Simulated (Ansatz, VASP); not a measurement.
Te in VASP and in Ansatz

```
Te
1.0
     5.47104    0.00000    0.00000
     0.00000    8.36934    0.00000
     0.00000    0.00000    3.08032
Te
4
Direct
  0.30306 0.38991 0.75311
  0.19687 0.89133 0.24992
  0.69732 0.59969 0.75933
  0.81332 0.10909 0.24946
```

Change from the starting cell: atoms moved at random, drawn with an rms of 0.05 Å.

Alike in both runs: task single point; functional PBE; k mesh 5 × 4 × 9; occupations fermi-dirac, width 0.05 eV; no spin polarisation.

|  | VASP | Ansatz |
| --- | --- | --- |
| version | VASP 6.6.1 | Ansatz 0.2.0 |
| potentials or method | VASP PAW PBE potentials, release 64 (Te) | Ansatz PAW |
| plane-wave cutoff (eV) | 520 | 420 |
| valence electrons in the cell | 24 | 64 |

|  | VASP | Ansatz | Ansatz less VASP |
| --- | --- | --- | --- |
| gap on the k mesh at the Fermi level (eV) | none | none | - |
| pressure (GPa) | 0.2 | 0.2 | 0.00 |
| traceless stress, the component that is largest in VASP (GPa) | 0.89 | 0.96 | +0.065 |
| rms of the force components (eV/Å) | 0.070 | 0.063 | -0.0077 |

Atom by atom the forces differ by 0.009 eV/Å (rms over components). A gap of «none» marks a metal or a gap that the smearing closes. With one functional, cell and mesh, what is left measures potentials, basis and numerics. VASP's potentials hold 24 valence electrons a cell and Ansatz's 64, so a difference there can come from the potentials and not from the codes.

Spin-orbit coupling is off throughout.
